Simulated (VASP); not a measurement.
# GaSb (F-43m) in VASP: a series of runs, part 2 of 2

VASP 6.6.1. Earlier steps stand in the parts before.

**3. Single point, PBEsol**

This run uses another cell than the first one, of 28.53 Å³/atom, 0.883 times its volume.

File INCAR:

```
PREC = Accurate
ENCUT = 520
EDIFF = 1E-6
ISMEAR = 0
SIGMA = 0.15
LREAL = F
LASPH = T
NELM = 80
ALGO = Normal
ISIF = 2
LWAVE = F
LCHARG = F
GGA = PS
NBANDS = 16
```

File KPOINTS:

```
Automatic mesh
0
Gamma
  10 10 10
```

File POSCAR:

```
GaSb
1.0
    0.0000000000      3.0556140979      3.0556140979
    3.0556140979      0.0000000000      3.0556140979
    3.0556140979      3.0556140979      0.0000000000
Ga Sb
1 1
Direct
    0.0000000000      0.0000000000      0.0000000000
    0.7500000000      0.7500000000      0.7500000000
```

Potentials or basis: VASP PAW PBE potentials, release 64 (Ga_d, Sb).

Launch:

```
cat potpaw_PBE.64/Ga_d/POTCAR potpaw_PBE.64/Sb/POTCAR > POTCAR
mpirun -np 1 vasp_std > vasp.out
```

OUTCAR:

```text
PREC = Accurate
   ENCUT = 520
   EDIFF = 1E-6
   ISMEAR = 0
   LREAL = F
   LASPH = T
   NELM = 80
   ISIF = 2
   GGA = PS

 ion  position               nearest neighbor table
   1  0.000  0.000  0.000-   2 2.65   2 2.65   2 2.65   2 2.65
   2  0.750  0.750  0.750-   1 2.65   1 2.65   1 2.65   1 2.65

  LATTYP: Found a face centered cubic cell.
 ALAT       =     6.1112281958

  Lattice vectors:

 A1 = (   0.0000000000,   3.0556140979,   3.0556140979)
 A2 = (   3.0556140979,   0.0000000000,   3.0556140979)
 A3 = (   3.0556140979,   3.0556140979,   0.0000000000)

Analysis of symmetry for initial positions (statically):
=====================================================================
 Subroutine PRICEL returns:
 Original cell was already a primitive cell.

 Routine SETGRP: Setting up the symmetry group for a
 face centered cubic supercell.

 Subroutine GETGRP returns: Found 24 space group operations
 (whereof 24 operations were pure point group operations)
 out of a pool of 48 trial point group operations.

The static configuration has the point symmetry T_d .

Analysis of symmetry for dynamics (positions and initial velocities):
=====================================================================
 Subroutine PRICEL returns:
 Original cell was already a primitive cell.

 Routine SETGRP: Setting up the symmetry group for a
 face centered cubic supercell.

 Subroutine GETGRP returns: Found 24 space group operations
 (whereof 24 operations were pure point group operations)
 out of a pool of 48 trial point group operations.

The dynamic configuration has the point symmetry T_d .

 Subroutine INISYM returns: Found 24 space group operations
 (whereof 24 operations are pure point group operations),
 and found     1 'primitive' translations

----------------------------------------------------------------------------------------

                                     Primitive cell

  volume of cell :      57.0592

  direct lattice vectors                    reciprocal lattice vectors
     0.000000000  3.055614098  3.055614098    -0.163633229  0.163633229  0.163633229
     3.055614098  0.000000000  3.055614098     0.163633229 -0.163633229  0.163633229
     3.055614098  3.055614098  0.000000000     0.163633229  0.163633229 -0.163633229

  length of vectors
     4.321290899  4.321290899  4.321290899     0.283421066  0.283421066  0.283421066

  position of ions in fractional coordinates (direct lattice)
     0.000000000  0.000000000  0.000000000
     0.750000000  0.750000000  0.750000000

  ion indices of the primitive-cell ions
   primitive index   ion index
                 1           1
                 2           2

----------------------------------------------------------------------------------------

 KPOINTS: Automatic mesh

Automatic generation of k-mesh.
 Grid dimensions read from file:
 generate k-points for:   10   10   10

 Generating k-lattice:

  Cartesian coordinates                     Fractional coordinates (reciprocal lattice)
    -0.016363323  0.016363323  0.016363323     0.100000000  0.000000000  0.000000000
     0.016363323 -0.016363323  0.016363323     0.000000000  0.100000000  0.000000000
     0.016363323  0.016363323 -0.016363323     0.000000000  0.000000000  0.100000000

  Length of vectors
     0.028342107  0.028342107  0.028342107

  Shift w.r.t. Gamma in fractional coordinates (k-lattice)
     0.000000000  0.000000000  0.000000000

 Subroutine IBZKPT returns following result:
 ===========================================

 Found     47 irreducible k-points:

 Following reciprocal coordinates:
            Coordinates               Weight
  0.000000  0.000000  0.000000      1.000000
  0.100000  0.000000  0.000000      8.000000
  0.200000  0.000000  0.000000      8.000000
  0.300000  0.000000  0.000000      8.000000
  0.400000  0.000000  0.000000      8.000000
  0.500000  0.000000  0.000000      4.000000
[... 16 lines left out ...]
  0.300000  0.300000  0.000000      6.000000
  0.400000  0.300000  0.000000     24.000000
 [... further k-points ...]
   k-points           NKPTS =     47   k-points in BZ     NKDIM =     47   number of bands    NBANDS=     16
   number of dos      NEDOS =    301   number of ions     NIONS =      2
   total plane-waves  NPLWV =  32768
   dimension x,y,z NGX =    32 NGY =   32 NGZ =   32
   dimension x,y,z NGXF=    64 NGYF=   64 NGZF=   64
   ions per type =               1   1
   NGX,Y,Z   is equivalent  to a cutoff of  12.31, 12.31, 12.31 a.u.
   NGXF,Y,Z  is equivalent  to a cutoff of  24.62, 24.62, 24.62 a.u.
 SYSTEM =  unknown system
   PREC   = accura    normal or accurate (medium, high low for compatibility)
   ISTART =      0    job   : 0-new  1-cont  2-samecut
   ICHARG =      2    charge: 1-file 2-atom 10-const
   ISPIN  =      1    spin polarized calculation?
   LNONCOLLINEAR =      F non collinear calculations
   LSORBIT =      F    spin-orbit coupling
   LASPH  =      T    aspherical Exc in radial PAW
   ENCUT  =  520.0 eV  38.22 Ry    6.18 a.u.   8.03  8.03  8.03*2*pi/ulx,y,z
   NELM   =     80;   NELMIN=  2; NELMDL= -5     # of ELM steps
   EDIFF  = 0.1E-05   stopping-criterion for ELM
   LREAL  =      F    real-space projection
   EDIFFG = 0.1E-04   stopping-criterion for IOM
   NSW    =      0    number of steps for IOM
   IBRION =     -1    ionic relax: 0-MD 1-quasi-New 2-CG
   NFREE  =      0    steps in history (QN), initial steepest desc. (CG)
   ISIF   =      2    stress and relaxation
   ISYM   =      2    0-nonsym 1-usesym 2-fastsym
   POTIM  = 0.5000    time-step for ionic-motion
   TEBEG  =    0.0;   TEEND  =   0.0 temperature during run
   PSTRESS=    0.0 pullay stress
   NELECT =      18.0000    total number of electrons
   NUPDOWN=      -1.0000    fix difference up-down
   EMIN   =  10.00;   EMAX   =-10.00  energy-range for DOS
   EFERMI =   0.00;   METHOD = LEGACY
   ISMEAR =     0;   SIGMA  =   0.15  broadening in eV -4-tet -1-fermi 0-gaus
   EFERMI_NEDOS =   21; number of points for ismear=-14 and -15
   IALGO  =     38    algorithm
   IMIX   =      4    mixing-type and parameters
     AMIX     =   0.40;   BMIX     =  1.00
     AMIX_MAG =   1.60;   BMIX_MAG =  1.00
  volume/ion in A,a.u.               =      28.53       192.53
  Fermi-wavevector in a.u.,A,eV,Ry     =   1.114441  2.105989 16.898153  1.241979
  Thomas-Fermi vector in A             =   2.251036
   LORBIT       =      0    0 simple, 1 ext, 2 COOP (PROOUT), +10 PAW based schemes
   GGA     = PS    functional components
   LHFCALC =     F    Hartree Fock is set to
   AEXX    =    0.0000 exact exchange contribution
   IVDW    =     0    specifies the selected vdW correction
   LEPSILON=     F    determine dielectric tensor
   LRPA    =     F    only Hartree local field effects (RPA)
 non-spin polarized calculation
 Gauss-broadening in eV      SIGMA  =   0.15
  energy-cutoff  :      520.00
  volume of cell :       57.06
 maximum number of plane-waves:      1572
   NGX = 17   NGY = 17   NGZ = 17

 number of electron      17.9999985 magnetization

 Free energy of the ion-electron system (eV)
  ---------------------------------------------------
  ext. energy  EPLUGINS =         0.00000000
  ---------------------------------------------------
  free energy    TOTEN  =        -8.15363383 eV

  energy without entropy =       -8.15326630  energy(sigma->0) =       -8.15345006

 E-fermi :   4.8517     XC(G=0):  -9.2812

 val. band max:        4.7788031617   @ k =   0.0000   0.0000   0.0000
 cond. band min:       5.1183571772   @ k =   0.5000   0.0000   0.0000
 fundamental gap:      0.3395540155
 Fermi energy:         4.8517240986

 k-point     1 :       0.0000    0.0000    0.0000
  band No.  band energies     occupation
      1     -10.2389      2.00000
      2     -10.2389      2.00000
      3     -10.2389      2.00000
      4     -10.1880      2.00000
      5     -10.1880      2.00000
      6      -6.7625      2.00000
[... 8 lines left out ...]
     15      13.3713      0.00000
     16      13.3713      0.00000

 k-point     2 :       0.1000    0.0000    0.0000
  band No.  band energies     occupation
      1     -10.2417      2.00000
      2     -10.2377      2.00000
      3     -10.2377      2.00000
      4     -10.1882      2.00000
      5     -10.1882      2.00000
      6      -6.6590      2.00000
[... 8 lines left out ...]
     15      12.6953      0.00000
     16      12.6953      0.00000
[... 387 lines left out ...]
      5     -10.1853      2.00000
      6      -5.5732      2.00000
[... 8 lines left out ...]
     15      14.5294      0.00000
     16      14.6904      0.00000

 k-point    24 :       0.4000    0.3000    0.0000
  band No.  band energies     occupation
      1     -10.2760      2.00000
      2     -10.2200      2.00000
      3     -10.2194      2.00000
      4     -10.1967      2.00000
      5     -10.1850      2.00000
      6      -5.1427      2.00000
[... 8 lines left out ...]
     15      15.1092      0.00000
     16      15.1484      0.00000

 [... further k-points ...]
[... 5 lines left out ...]
  --------------------------------------------------------------------------------------
  -------------------------------------------------------------------------------------
  Total        0.0363909      0.0363909      0.0363909      0.0000000      0.0000000      0.0000000
  in kB        1.0218286      1.0218286      1.0218286      0.0000000      0.0000000      0.0000000
  external PRESSURE =       1.0218286 kB  Pullay stress =       0.0000000 kB

 VOLUME and BASIS-vectors are now :
 -----------------------------------------------------------------------------
  energy-cutoff  :      520.00
  volume of cell :       57.06
      direct lattice vectors                 reciprocal lattice vectors
     0.000000000  3.055614098  3.055614098    -0.163633229  0.163633229  0.163633229
     3.055614098  0.000000000  3.055614098     0.163633229 -0.163633229  0.163633229
     3.055614098  3.055614098  0.000000000     0.163633229  0.163633229 -0.163633229

 POSITION                                       TOTAL-FORCE (eV/Angst)
 -----------------------------------------------------------------------------------
      0.00000      0.00000      0.00000        -0.000000     -0.000000      0.000000
      4.58342      4.58342      4.58342         0.000000      0.000000     -0.000000
 -----------------------------------------------------------------------------------
    total drift:                               -0.000000     -0.000000     -0.000000

  FREE ENERGIE OF THE ION-ELECTRON SYSTEM (eV)
  ---------------------------------------------------
  free  energy   TOTEN  =        -8.1536338294 eV

  energy  without entropy=       -8.1532662961  energy(sigma->0) =       -8.15345006
```

OSZICAR:

```text
N       E                     dE             d eps       ncg     rms          rms(c)
DAV:   1     0.819719301281E+02    0.81972E+02   -0.86566E+03  1528   0.139E+03
DAV:   2    -0.186120350874E+01   -0.83833E+02   -0.80583E+02  1872   0.300E+02
DAV:   3    -0.813787214240E+01   -0.62767E+01   -0.62642E+01  1760   0.646E+01
DAV:   4    -0.825128348273E+01   -0.11341E+00   -0.11340E+00  1976   0.990E+00
DAV:   5    -0.825391067850E+01   -0.26272E-02   -0.26272E-02  1832   0.132E+00    0.314E+00
DAV:   6    -0.817948171199E+01    0.74429E-01   -0.83712E-02  2104   0.491E+00    0.184E+00
DAV:   7    -0.815331125898E+01    0.26170E-01   -0.42617E-02  1864   0.186E+00    0.364E-01
DAV:   8    -0.815334917798E+01   -0.37919E-04   -0.48358E-03  2024   0.824E-01    0.102E-01
DAV:   9    -0.815363321499E+01   -0.28404E-03   -0.45954E-04  1744   0.168E-01    0.392E-02
DAV:  10    -0.815362499583E+01    0.82192E-05   -0.19561E-05  1992   0.382E-02    0.120E-02
DAV:  11    -0.815363375608E+01   -0.87603E-05   -0.12334E-05  1744   0.249E-02    0.461E-03
DAV:  12    -0.815363382943E+01   -0.73348E-07   -0.47456E-07  1584   0.709E-03
   1 F= -.81536338E+01 E0= -.81534501E+01  d E =-.367533E-03
```

stdout:

```text
POSCAR found type information on POSCAR GaSb
 POSCAR found :  2 types and       2 ions
 scaLAPACK will be used
 -----------------------------------------------------------------------------
|                                                                             |
|                                                                             |
|     You enforced a specific xc type in the INCAR file but a different       |
|     I HOPE YOU KNOW WHAT YOU ARE DOING!                                     |
|                                                                             |
 -----------------------------------------------------------------------------

 LDA part: xc-table for (Slater+PW92), standard interpolation
 POSCAR, INCAR and KPOINTS ok, starting setup
 FFT: planning ... GRIDC
 FFT: planning ... GRID_SOFT
 FFT: planning ... GRID
 WAVECAR not read
 entering main loop
```

Wall time 16 s (1 thread of Intel Xeon 6975P-C, shared host); peak memory 0.2 GiB.

What came out:

```yaml
Free_energy: -8.1536 eV
Pressure: 0.1 GPa
```

Levels at points of the mesh, in eV from the Fermi level:
| k point | band 7 | band 8 | band 9 | band 10 | band 11 | band 12 |
| --- | --- | --- | --- | --- | --- | --- |
| (0.00, 0.00, 0.00) | -0.09 | -0.09 | -0.09 | -0.07 | 2.67 | 2.67 |
| (0.50, 0.00, 0.00) | -6.50 | -1.25 | -1.25 | 0.27 | 3.63 | 3.63 |
| (0.50, 0.50, 0.00) | -6.93 | -2.69 | -2.69 | 0.75 | 1.07 | 8.60 |

Caveat: the PAW data sets were made with another functional, which shifts forces and pressure a little; spin-orbit coupling is left out, which moves the levels of the heavy elements.

**4. Single point, PBEsol (volume scaled by 0.94)**

File INCAR:

```
SYSTEM = GaSb
ALGO = Normal ; EDIFF = 1E-7
ENCUT = 520 ; GGA = PS
ISIF = 2 ; ISMEAR = 0
LASPH = .TRUE. ; LCHARG = .FALSE.
LREAL = .FALSE. ; LWAVE = .FALSE.
NBANDS = 16 ; NELM = 100
PREC = Accurate ; SIGMA = 0.1
```

File KPOINTS:

```
k-points
0
G
  12 12 12
  0 0 0
```

File POSCAR:

```
GaSb
1.0
    0.0000000000      2.9932372941      2.9932372941
    2.9932372941      0.0000000000      2.9932372941
    2.9932372941      2.9932372941      0.0000000000
Ga Sb
1 1
Direct
    0.0000000000      0.0000000000      0.0000000000
    0.2500000000      0.2500000000      0.2500000000
```

Launch:

```
cat potpaw_PBE.64/Ga_d/POTCAR potpaw_PBE.64/Sb/POTCAR > POTCAR
mpirun -np 1 vasp_std > vasp.out
```

Wall time 96 s (1 thread of AMD EPYC 7R13, shared host); peak memory 0.19 GiB.

It converged, with:

| Property | Result |
| --- | --- |
| Free energy | -8.1155 eV |
| Pressure | 3.8 GPa |
| Band gap on the k mesh | 0.47 eV, direct |

Levels at points of the mesh, in eV from the valence-band top:
| k point | band 5 | band 6 | band 7 | band 8 | band 9 | band 10 | band 11 | band 12 | band 13 | band 14 |
| --- | --- | --- | --- | --- | --- | --- | --- | --- | --- | --- |
| (0.00, 0.00, 0.00) | -15.08 | -11.98 | 0.00 | 0.00 | 0.00 | 0.47 | 2.74 | 2.74 | 2.74 | 5.69 |
| (0.50, 0.00, 0.00) | -15.08 | -10.17 | -6.74 | -1.27 | -1.27 | 0.49 | 3.71 | 3.71 | 6.26 | 9.64 |
| (0.50, 0.50, 0.00) | -15.07 | -9.24 | -7.15 | -2.83 | -2.83 | 0.76 | 1.03 | 9.10 | 9.10 | 10.55 |

Caveat: the cell differs from its parent crystal (volume scaled by 0.94); the PAW data sets were made with another functional, which shifts forces and pressure a little; spin-orbit coupling is left out, which moves the levels of the heavy elements. A k mesh can miss the band edges.

**5. Summary**

```tsv
cell	k mesh	smearing	gap on the mesh (eV)	pressure (GPa)
a = 4.504 Å, angles 60.0°, 2 atoms	12 × 12 × 12	gaussian 0.1 eV	none	-4.7
a = 4.321 Å, angles 60.0°, 2 atoms	10 × 10 × 10	gaussian 0.15 eV	-	0.1
a = 4.233 Å, angles 60.0°, 2 atoms	12 × 12 × 12	gaussian 0.1 eV	0.47	3.8
```

Alike in all rows: task single point; level PBEsol; potentials or basis VASP PAW PBE potentials, release 64 (Ga_d, Sb); no spin polarisation; cutoff (eV) 520.

Caveats: the PAW data sets were made with another functional, which shifts forces and pressure a little; spin-orbit coupling is left out, which moves the levels of the heavy elements.

Total energies depend on the potentials used, so only differences within one code and one set of settings carry meaning.
